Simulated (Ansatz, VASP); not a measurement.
# Two plane-wave programs on Ti2Ge6Mo

File INCAR:

```
SYSTEM = Ti2Ge6Mo
  PREC = Accurate
  ENCUT = 520
  EDIFF = 1E-6
  ISMEAR = 0
  SIGMA = 0.1
  LREAL = .FALSE.
  LASPH = .TRUE.
  NELM = 60
  ALGO = Normal
  ISIF = 2
  LWAVE = .FALSE.
  LCHARG = .TRUE.
  GGA = PE
  LELF = .TRUE.
  LVHAR = .TRUE.
  NBANDS = 71
```

File KPOINTS:

```
regular mesh
0
G
  4 4 4
  0 0 0
```

The input POSCAR:

```
Ti2Ge6Mo
1.0
    0.0000000000      4.2423831000      7.1422552000
    2.3717241000      0.0000000000      7.1422552000
    2.3717241000      4.2423831000      0.0000000000
Ti Ge Mo
2 6 1
Direct
    0.6696910000      0.6696910000      0.3303090000
    0.3303090000      0.3303090000      0.6696910000
    0.0018880000      0.3264800000      0.6735200000
    0.3378750000      0.6621250000      0.3378750000
    0.6735200000      0.9981120000      0.0018880000
    0.3264800000      0.0018880000      0.9981120000
    0.6621250000      0.3378750000      0.6621250000
    0.9981120000      0.6735200000      0.3264800000
    0.0000000000      0.0000000000      0.0000000000
```

Input for Ansatz:

```yaml
crystal:
  lattice:
    - [0.0, 4.2423831, 7.1422552]
    - [2.3717241, 0.0, 7.1422552]
    - [2.3717241, 4.2423831, 0.0]
  atoms:
    - { symbol: Ti, position: [0.669691, 0.669691, 0.330309] }
    - { symbol: Ti, position: [0.330309, 0.330309, 0.669691] }
    - { symbol: Ge, position: [0.001888, 0.32648, 0.67352] }
    - { symbol: Ge, position: [0.337875, 0.662125, 0.337875] }
    - { symbol: Ge, position: [0.67352, 0.998112, 0.001888] }
    - { symbol: Ge, position: [0.32648, 0.001888, 0.998112] }
    - { symbol: Ge, position: [0.662125, 0.337875, 0.662125] }
    - { symbol: Ge, position: [0.998112, 0.67352, 0.32648] }
    - { symbol: Mo, position: [0.0, 0.0, 0.0] }
basis:
  ecutwfc: 420
kpoints:
  mp_grid: { grid: [4, 4, 4] }
hamiltonian:
  xc: pbe
scf:
  occupations: { method: gaussian, width: 0.1 }
  lower_state_search: "off"
output:
  forces: true
  stress: true
  eigenvalues: true
```

Alike in both runs: task single point; functional PBE; k mesh 4 × 4 × 4; occupations gaussian, width 0.1 eV; no spin polarisation.

|  | VASP | Ansatz |
| --- | --- | --- |
| version | VASP 6.6.1 | Ansatz 0.2.0 |
| potentials or method | VASP PAW PBE potentials, release 64 (Ti_sv, Ge_d, Mo_sv), cutoff 520 eV | scalar-relativistic, plane waves, PAW |
| valence electrons in the cell | 122 | 122 |

```tsv
	VASP	Ansatz	Ansatz less VASP
gap on the k mesh at the Fermi level (eV)	none	none	-
pressure (GPa)	0.1	0.0	-0.13
traceless stress, the component that is largest in VASP (GPa)	0.30	0.30	+0.006
rms of the force components (eV/Å)	0.032	0.030	-0.0024
```

Atom by atom the forces differ by 0.003 eV/Å (rms over components). A gap of «none» marks a metal or a gap that the smearing closes.

The k mesh is coarse, so the values compare programs but aren't converged.
